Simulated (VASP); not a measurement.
# Cu12O in VASP: notebook

Cu12O is run at these levels: PBE; tasks: relaxation of the atoms.

All numbers are computed with VASP 6.6.1; they aren't measurements. Logs are shortened: lines on timing, memory, paths and dates and some standing lists are left out, and cuts for length are marked.

### 1 The cell of the first run

The cell holds a slab with vacuum, 13 atoms: a = 5.133 Å, b = 5.133 Å, c = 19.624 Å, α = 90.00°, β = 90.00°, γ = 120.00°.

### 2 Relaxation of the atoms, PBE

Contents of INCAR:

```
PREC = Accurate
ENCUT = 520
EDIFF = 1E-7
ISMEAR = 0
SIGMA = 0.1
LREAL = False
LASPH = True
NELM = 80
ALGO = Normal
ISIF = 2
LWAVE = False
LCHARG = False
LDIPOL = True
IDIPOL = 3
DIPOL = 0.5 0.5 0.325
GGA = PE
IBRION = 2
NSW = 36
EDIFFG = -0.025
KPAR = 4
```

Contents of KPOINTS:

```
regular mesh
0
Gamma
  6 6 1
```

Contents of POSCAR:

```
Cu12O
1.0
    5.1332392722      0.0000000000      0.0000000000
   -2.5666196361      4.4455156134      0.0000000000
    0.0000000000      0.0000000000     19.6236279128
Cu O
12 1
Selective dynamics
Direct
    0.3333333333      0.1666666667      0.2038359073  F F F
    0.3333333333      0.6666666667      0.2038359073  F F F
    0.8333333333      0.1666666667      0.2038359073  F F F
    0.8333333333      0.6666666667      0.2038359073  F F F
    0.1666666667      0.3333333333      0.3089002473  F F F
    0.1666666667      0.8333333333      0.3089002473  F F F
    0.6666666667      0.3333333333      0.3089002473  F F F
    0.6666666667      0.8333333333      0.3089002473  F F F
    0.0000000000      0.0000000000      0.4139717665  F F F
    0.0000000000      0.5000000000      0.4139717665  F F F
    0.5000000000      0.0000000000      0.4139717665  F F F
    0.5000000000      0.5000000000      0.4139717665  F F F
    0.0000000000      0.0000000000      0.5148705406  F F T
```

Potentials or basis: VASP PAW PBE potentials, release 64 (Cu, O).

The run is started by

```sh
cat potpaw_PBE.64/Cu/POTCAR potpaw_PBE.64/O/POTCAR > POTCAR
mpirun -np 4 vasp_std > vasp.out
```

OUTCAR:

```text
PREC = Accurate
   ENCUT = 520
   EDIFF = 1E-7
   ISMEAR = 0
   LREAL = False
   LASPH = True
   NELM = 80
   ISIF = 2
   GGA = PE
   IBRION = 2
   NSW = 36
   EDIFFG = -0.025

 ion  position               nearest neighbor table
   1  0.333  0.167  0.204-   5 2.54   6 2.54   7 2.54   4 2.57   2 2.57   2 2.57   4 2.57   3 2.57
                             3 2.57
   2  0.333  0.667  0.204-   6 2.54   5 2.54   8 2.54   3 2.57   1 2.57   1 2.57   3 2.57   4 2.57
                             4 2.57
   3  0.833  0.167  0.204-   7 2.54   8 2.54   5 2.54   4 2.57   2 2.57   4 2.57   2 2.57   1 2.57
                             1 2.57
   4  0.833  0.667  0.204-   8 2.54   7 2.54   6 2.54   3 2.57   1 2.57   3 2.57   1 2.57   2 2.57
                             2 2.57
   5  0.167  0.333  0.309-   1 2.54   2 2.54   3 2.54   9 2.54  12 2.54  10 2.54   8 2.57   6 2.57
                             6 2.57   8 2.57   7 2.57   7 2.57
   6  0.167  0.833  0.309-   2 2.54   1 2.54   4 2.54  10 2.54  11 2.54   9 2.54   7 2.57   5 2.57
                             5 2.57   7 2.57   8 2.57   8 2.57
   7  0.667  0.333  0.309-   3 2.54   4 2.54   1 2.54  11 2.54  10 2.54  12 2.54   8 2.57   6 2.57
                             8 2.57   6 2.57   5 2.57   5 2.57
   8  0.667  0.833  0.309-   4 2.54   3 2.54   2 2.54  12 2.54   9 2.54  11 2.54   7 2.57   5 2.57
                             7 2.57   5 2.57   6 2.57   6 2.57
   9  0.000  0.000  0.414-  13 1.98   5 2.54   8 2.54   6 2.54  12 2.57  10 2.57  10 2.57  12 2.57
                            11 2.57  11 2.57
  10  0.000  0.500  0.414-   6 2.54   7 2.54   5 2.54   9 2.57  11 2.57   9 2.57  11 2.57  12 2.57
                            12 2.57
  11  0.500  0.000  0.414-   7 2.54   6 2.54   8 2.54  10 2.57  12 2.57  12 2.57  10 2.57   9 2.57
                             9 2.57
  12  0.500  0.500  0.414-   8 2.54   5 2.54   7 2.54   9 2.57  11 2.57  11 2.57   9 2.57  10 2.57
                            10 2.57
  13  0.000  0.000  0.515-   9 1.98

  LATTYP: Found a hexagonal cell.
 ALAT       =     5.1332392722
 C/A-ratio  =     3.8228547068

  Lattice vectors:

 A1 = (   5.1332392722,   0.0000000000,   0.0000000000)
 A2 = (  -2.5666196361,   4.4455156134,   0.0000000000)
 A3 = (   0.0000000000,   0.0000000000,  19.6236279128)

Analysis of symmetry for initial positions (statically):
=====================================================================
 Subroutine PRICEL returns:
 Original cell was already a primitive cell.

 Routine SETGRP: Setting up the symmetry group for a
 hexagonal supercell.

 Subroutine GETGRP returns: Found  6 space group operations
 (whereof  6 operations were pure point group operations)
 out of a pool of 24 trial point group operations.

The static configuration has the point symmetry C_3v.

Analysis of symmetry for dynamics (positions and initial velocities):
=====================================================================
 Subroutine PRICEL returns:
 Original cell was already a primitive cell.

 Routine SETGRP: Setting up the symmetry group for a
 hexagonal supercell.

 Subroutine GETGRP returns: Found  6 space group operations
 (whereof  6 operations were pure point group operations)
 out of a pool of 24 trial point group operations.

The dynamic configuration has the point symmetry C_3v.

Analysis of constrained symmetry for selective dynamics:
=====================================================================
 Subroutine PRICEL returns:
 Original cell was already a primitive cell.

 Routine SETGRP: Setting up the symmetry group for a
 hexagonal supercell.

 Subroutine GETGRP returns: Found  6 space group operations
 (whereof  6 operations were pure point group operations)
 out of a pool of 24 trial point group operations.

The constrained configuration has the point symmetry C_3v.

 Subroutine INISYM returns: Found  6 space group operations
 (whereof  6 operations are pure point group operations),
 and found     1 'primitive' translations

----------------------------------------------------------------------------------------

                                     Primitive cell

  volume of cell :     447.8091

  direct lattice vectors                    reciprocal lattice vectors
     5.133239272  0.000000000  0.000000000     0.194808764  0.112472893  0.000000000
    -2.566619636  4.445515613  0.000000000     0.000000000  0.224945785  0.000000000
[... 53 lines left out ...]

  Shift w.r.t. Gamma in fractional coordinates (k-lattice)
     0.000000000  0.000000000  0.000000000

 Subroutine IBZKPT returns following result:
 ===========================================

 Found      7 irreducible k-points:

 Following reciprocal coordinates:
            Coordinates               Weight
  0.000000  0.000000  0.000000      1.000000
  0.166667 -0.000000  0.000000      6.000000
  0.333333  0.000000  0.000000      6.000000
  0.500000 -0.000000  0.000000      3.000000
  0.166667  0.166667  0.000000      6.000000
  0.333333  0.166667  0.000000     12.000000
  0.333333  0.333333  0.000000      2.000000
   k-points           NKPTS =      7   k-points in BZ     NKDIM =      7   number of bands    NBANDS=     82
   number of dos      NEDOS =    301   number of ions     NIONS =     13
   total plane-waves  NPLWV = 240000
   dimension x,y,z NGX =    40 NGY =   40 NGZ =  150
   dimension x,y,z NGXF=    80 NGYF=   80 NGZF=  300
   ions per type =              12   1
   NGX,Y,Z   is equivalent  to a cutoff of  12.95, 12.95, 12.71 a.u.
   NGXF,Y,Z  is equivalent  to a cutoff of  25.91, 25.91, 25.42 a.u.
 SYSTEM =  unknown system
   PREC   = accura    normal or accurate (medium, high low for compatibility)
   ISTART =      0    job   : 0-new  1-cont  2-samecut
   ICHARG =      2    charge: 1-file 2-atom 10-const
   ISPIN  =      1    spin polarized calculation?
   LNONCOLLINEAR =      F non collinear calculations
   LSORBIT =      F    spin-orbit coupling
   LASPH  =      T    aspherical Exc in radial PAW
   ENCUT  =  520.0 eV  38.22 Ry    6.18 a.u.   9.54  9.54 36.49*2*pi/ulx,y,z
   NELM   =     80;   NELMIN=  2; NELMDL= -5     # of ELM steps
   EDIFF  = 0.1E-06   stopping-criterion for ELM
   LREAL  =      F    real-space projection
   EDIFFG = -.3E-01   stopping-criterion for IOM
   NSW    =     36    number of steps for IOM
   IBRION =      2    ionic relax: 0-MD 1-quasi-New 2-CG
   NFREE  =      1    steps in history (QN), initial steepest desc. (CG)
   ISIF   =      2    stress and relaxation
   ISYM   =      2    0-nonsym 1-usesym 2-fastsym
   POTIM  = 0.5000    time-step for ionic-motion
   TEBEG  =    0.0;   TEEND  =   0.0 temperature during run
   PSTRESS=    0.0 pullay stress
   NELECT =     138.0000    total number of electrons
   NUPDOWN=      -1.0000    fix difference up-down
   EMIN   =  10.00;   EMAX   =-10.00  energy-range for DOS
   EFERMI =   0.00;   METHOD = LEGACY
   ISMEAR =     0;   SIGMA  =   0.10  broadening in eV -4-tet -1-fermi 0-gaus
   EFERMI_NEDOS =   21; number of points for ismear=-14 and -15
   IALGO  =     38    algorithm
   IMIX   =      4    mixing-type and parameters
     AMIX     =   0.40;   BMIX     =  1.00
     AMIX_MAG =   1.60;   BMIX_MAG =  1.00
  volume/ion in A,a.u.               =      34.45       232.46
  Fermi-wavevector in a.u.,A,eV,Ry     =   1.105784  2.089628 16.636629  1.222758
  Thomas-Fermi vector in A             =   2.242276
   LORBIT       =      0    0 simple, 1 ext, 2 COOP (PROOUT), +10 PAW based schemes
   GGA     = PE    functional components
   LHFCALC =     F    Hartree Fock is set to
   AEXX    =    0.0000 exact exchange contribution
   IVDW    =     0    specifies the selected vdW correction
   LEPSILON=     F    determine dielectric tensor
   LRPA    =     F    only Hartree local field effects (RPA)
 conjugate gradient relaxation of ions
 non-spin polarized calculation
 Gauss-broadening in eV      SIGMA  =   0.10
  energy-cutoff  :      520.00
  volume of cell :      447.81
 maximum number of plane-waves:     12133
 NGX is ok and might be reduce to    40
   NGX = 19   NGY = 19   NGZ = 73

 dipolmoment           0.000000      0.000000     -0.472612 electrons x Angstroem

--------------------------------------- Ionic step        1  -------------------------------------------

 number of electron     138.0000021 magnetization

 Free energy of the ion-electron system (eV)
  ---------------------------------------------------
  ext. energy  EPLUGINS =         0.00000000
  ---------------------------------------------------
  free energy    TOTEN  =       -45.13007630 eV

  energy without entropy =      -45.06800064  energy(sigma->0) =      -45.09903847

------------------------ aborting loop because EDIFF is reached ----------------------------------------

  FORCE on cell =-STRESS in cart. coord.  units (eV):
  Direction    XX          YY          ZZ          XY          YZ          ZX
  --------------------------------------------------------------------------------------
  -------------------------------------------------------------------------------------
  Total       -3.4062344     -3.4062344     -5.3697878      0.0000000      0.0000000      0.0000000
  in kB      -12.1868697    -12.1868697    -19.2120966      0.0000000      0.0000000      0.0000000
  external PRESSURE =     -14.5286120 kB  Pullay stress =       0.0000000 kB
[... 175 lines left out ...]
--------------------------------------- Ionic step        5  -------------------------------------------

 number of electron     138.0000021 magnetization

 dipolmoment           0.000000      0.000000      0.281309 electrons x Angstroem

 Free energy of the ion-electron system (eV)
  ---------------------------------------------------
  ext. energy  EPLUGINS =         0.00000000
  ---------------------------------------------------
  free energy    TOTEN  =       -45.63519069 eV

  energy without entropy =      -45.58296727  energy(sigma->0) =      -45.60907898

 E-fermi :  -1.3623     XC(G=0):  -5.1571

 val. band max:       -1.3717750334   @ k =   0.1667  -0.0000   0.0000
 cond. band min:      -1.3242960581   @ k =   0.0000   0.0000   0.0000
 fundamental gap:      0.0474789753
 Fermi energy:        -1.3622752674

 k-point     1 :       0.0000    0.0000    0.0000
  band No.  band energies     occupation
      1     -18.0413      2.00000
      2      -9.9698      2.00000
      3      -7.9294      2.00000
      4      -6.5094      2.00000
      5      -6.1524      2.00000
      6      -6.1382      2.00000
[... 577 lines left out ...]
     80       3.6332      0.00000
     81       4.8021      0.00000
 [bands above 81 left out]

------------------------ aborting loop because EDIFF is reached ----------------------------------------

 vacuum level on the upper side and lower side of the slab       (xc-potential included)         0.972        -1.180

  FORCE on cell =-STRESS in cart. coord.  units (eV):
  Direction    XX          YY          ZZ          XY          YZ          ZX
  --------------------------------------------------------------------------------------
  -------------------------------------------------------------------------------------
  Total       -3.2050508     -3.2050508      1.0719413      0.0000000      0.0000000      0.0000000
  in kB      -11.4670723    -11.4670723      3.8352053      0.0000000      0.0000000      0.0000000
  external PRESSURE =      -6.3663131 kB  Pullay stress =       0.0000000 kB
[... 28 lines left out ...]
  FREE ENERGIE OF THE ION-ELECTRON SYSTEM (eV)
  ---------------------------------------------------
  free  energy   TOTEN  =       -45.6351906851 eV

  energy  without entropy=      -45.5829672655  energy(sigma->0) =      -45.60907898

 reached required accuracy - stopping structural energy minimisation

 vacuum level on the upper side and lower side of the slab         5.496         3.276
```

It took 15 min on 4 MPI ranks of Intel Xeon 6975P-C (Granite Rapids), shared host; peak memory 0.68 GiB.

What came out:

```
Free energy               : -45.6352 eV
Energy gained by relaxing : 38.9 meV/atom
Ionic steps               : 5
Band gap on the k mesh    : zero (bands 69 and 70 overlap by 0.65 eV)
```

Step by step:
```tsv
step	energy change (eV)	largest force on free atoms (eV/Å)	pressure (GPa)
1	0.0000	3.1241	-1.45
2	-0.3950	1.8988	-1.10
3	-0.5027	0.3470	-0.56
4	-0.5049	0.1057	-0.66
5	-0.5051	0.0134	-0.64
```

Final structure:
```
Cu O
1.0
     5.13324    0.00000    0.00000
    -2.56662    4.44552    0.00000
     0.00000    0.00000   19.62363
Cu O
12 1
Direct
  0.33333 0.16667 0.20384
  0.33333 0.66667 0.20384
  0.83333 0.16667 0.20384
  0.83333 0.66667 0.20384
  0.16667 0.33333 0.30890
  0.16667 0.83333 0.30890
  0.66667 0.33333 0.30890
  0.66667 0.83333 0.30890
  0.00000 0.00000 0.41397
  0.00000 0.50000 0.41397
  0.50000 0.00000 0.41397
  0.50000 0.50000 0.41397
  0.00000 0.00000 0.50180
```

### 3 Relaxation of the atoms, PBE

Contents of INCAR:

```
SYSTEM = Cu12O
PREC     = Accurate       ! precision mode
ENCUT    = 520            ! plane-wave cutoff, eV
EDIFF    = 1E-6           ! SCF threshold, eV
ISMEAR   = 0              ! smearing method
SIGMA    = 0.1            ! smearing width, eV
LREAL    = .False.        ! projectors in reciprocal space
LASPH    = .True.         ! aspherical terms in the spheres
NELM     = 60             ! most SCF steps
ALGO     = Normal         ! electronic algorithm
ISIF     = 2              ! what is computed and relaxed
LWAVE    = .False.        ! write WAVECAR
LCHARG   = .False.        ! write CHGCAR
LDIPOL   = .True.       
IDIPOL   = 3            
DIPOL    = 0.5 0.5 0.321
GGA      = PE             ! functional
IBRION   = 2              ! ionic algorithm
NSW      = 36             ! ionic steps
EDIFFG   = -0.025         ! ionic threshold
KPAR     = 4
```

Contents of KPOINTS:

```
Automatic mesh
0
Gamma
  6 6 1
  0 0 0
```

Changes to POSCAR since step 2:

```diff
@@ -21,2 +21,2 @@
     0.5000000000      0.5000000000      0.4139717665  F F F
-    0.0000000000      0.0000000000      0.5148705406  F F T
+    0.1666666667      0.3333333333      0.4653111681  F F T
```

Potentials or basis: VASP PAW PBE potentials, release 64 (Cu, O).

The run is started by

```sh
cat potpaw_PBE.64/Cu/POTCAR potpaw_PBE.64/O/POTCAR > POTCAR
mpirun -np 4 vasp_std > vasp.out
```

Run time: 7.9 min. Hardware: 4 MPI ranks of Intel Xeon 6975P-C (Granite Rapids), shared host; peak memory 0.68 GiB.

Results (log left out):

* Free energy: -47.3291 eV
* Energy gained by relaxing: 18.1 meV/atom
* Ionic steps: 3
* Band gap on the k mesh: zero (bands 69 and 70 overlap by 0.07 eV)

The path:
```csv
step,energy change (eV),largest force on free atoms (eV/Å),pressure (GPa)
1,0.0000,2.7662,1.04
2,-0.2218,0.6228,0.18
3,-0.2354,0.0038,-0.07
```

Final structure:
```cif
data_structure
_symmetry_space_group_name_H-M 'P 1'
_symmetry_Int_Tables_number 1
_cell_length_a 5.1332
_cell_length_b 5.1332
_cell_length_c 19.6236
_cell_angle_alpha 90.000
_cell_angle_beta 90.000
_cell_angle_gamma 120.000
_cell_volume 447.81
loop_
_atom_site_label
_atom_site_type_symbol
_atom_site_fract_x
_atom_site_fract_y
_atom_site_fract_z
_atom_site_occupancy
Cu1 Cu 0.33333 0.16667 0.20384 1
Cu2 Cu 0.33333 0.66667 0.20384 1
Cu3 Cu 0.83333 0.16667 0.20384 1
Cu4 Cu 0.83333 0.66667 0.20384 1
Cu5 Cu 0.16667 0.33333 0.30890 1
Cu6 Cu 0.16667 0.83333 0.30890 1
Cu7 Cu 0.66667 0.33333 0.30890 1
Cu8 Cu 0.66667 0.83333 0.30890 1
Cu9 Cu 0.00000 0.00000 0.41397 1
Cu10 Cu 0.00000 0.50000 0.41397 1
Cu11 Cu 0.50000 0.00000 0.41397 1
Cu12 Cu 0.50000 0.50000 0.41397 1
O1 O 0.16667 0.33333 0.47436 1
```

Levels at points of the mesh, in eV from the Fermi level:
```
           k point  band 66  band 67  band 68  band 69  band 70  band 71  band 72  band 73
(0.00, 0.00, 0.00)    -1.03    -1.03     0.05     0.05     0.24     0.59     1.20     1.20
(0.50, 0.00, 0.00)    -1.13    -1.02    -0.47     0.01     0.05     0.72     1.01     1.46
```

With open d or f shells a metallic result of PBE can be an artefact of self-interaction; +U or a hybrid may open a gap.

### 4 Relaxation of the atoms, PBE

Contents of INCAR:

```
SYSTEM = Cu12O
PREC = Accurate
ENCUT = 520
EDIFF = 1E-7
ISMEAR = 0
SIGMA = 0.1
LREAL = .False.
LASPH = .True.
NELM = 80
ALGO = Normal
ISIF = 2
LWAVE = .False.
LCHARG = .False.
LDIPOL = .True.
IDIPOL = 3
DIPOL = 0.5 0.5 0.321
GGA = PE
IBRION = 2
NSW = 36
EDIFFG = -0.025
KPAR = 4
```

KPOINTS is that of step 3.

Changes to POSCAR since step 3:

```diff
@@ -21,2 +21,2 @@
     0.5000000000      0.5000000000      0.4139717665  F F F
-    0.1666666667      0.3333333333      0.4653111681  F F T
+    0.3333333333      0.1666666667      0.4653111681  F F T
```

The run is started by

```sh
cat potpaw_PBE.64/Cu/POTCAR potpaw_PBE.64/O/POTCAR > POTCAR
mpirun -np 4 vasp_std > vasp.out
```

Wall time 8.5 min (4 MPI ranks of Intel Xeon 6975P-C (Granite Rapids), shared host); peak memory 0.68 GiB.

It converged, with:

| Quantity | Value |
| --- | --- |
| Free energy | -47.4275 eV |
| Energy gained by relaxing | 15.3 meV/atom |
| Ionic steps | 3 |
| Band gap on the k mesh | zero (bands 69 and 70 overlap by 0.19 eV) |

The path:
```tsv
step	energy change (eV)	largest force on free atoms (eV/Å)	pressure (GPa)
1	0.0000	2.5307	1.00
2	-0.1871	0.5900	0.21
3	-0.1993	0.0021	-0.02
```

Final structure:
```
Cu O
1.0
     5.13324    0.00000    0.00000
    -2.56662    4.44552    0.00000
     0.00000    0.00000   19.62363
Cu O
12 1
Direct
  0.33333 0.16667 0.20384
  0.33333 0.66667 0.20384
  0.83333 0.16667 0.20384
  0.83333 0.66667 0.20384
  0.16667 0.33333 0.30890
  0.16667 0.83333 0.30890
  0.66667 0.33333 0.30890
  0.66667 0.83333 0.30890
  0.00000 0.00000 0.41397
  0.00000 0.50000 0.41397
  0.50000 0.00000 0.41397
  0.50000 0.50000 0.41397
  0.33333 0.16667 0.47367
```

Levels at points of the mesh, in eV from the Fermi level:
| k point | band 67 | band 68 | band 69 | band 70 | band 71 | band 72 |
| --- | --- | --- | --- | --- | --- | --- |
| (0.00, 0.00, 0.00) | -1.15 | 0.16 | 0.16 | 0.21 | 0.56 | 1.19 |
| (0.50, 0.00, 0.00) | -1.06 | -0.49 | -0.02 | 0.05 | 0.72 | 1.00 |

With open d or f shells a metallic result of PBE can be an artefact of self-interaction; +U or a hybrid may open a gap.

### 5 The runs side by side

| cell | gap on the mesh (eV) |
| --- | --- |
| atoms relaxed, atomic positions A | none |
| atoms relaxed, atomic positions B | none |
| atoms relaxed, atomic positions C | none |

Alike in all rows: task relaxation of the atoms; level PBE; potentials or basis VASP PAW PBE potentials, release 64 (Cu, O); no spin polarisation; k mesh 6 × 6 × 1; cutoff (eV) 520; smearing gaussian 0.1 eV.

Absolute energies hang on the potentials; compare differences alone.

The gap in the log of VASP goes by the Fermi energy; the results here count the filled bands.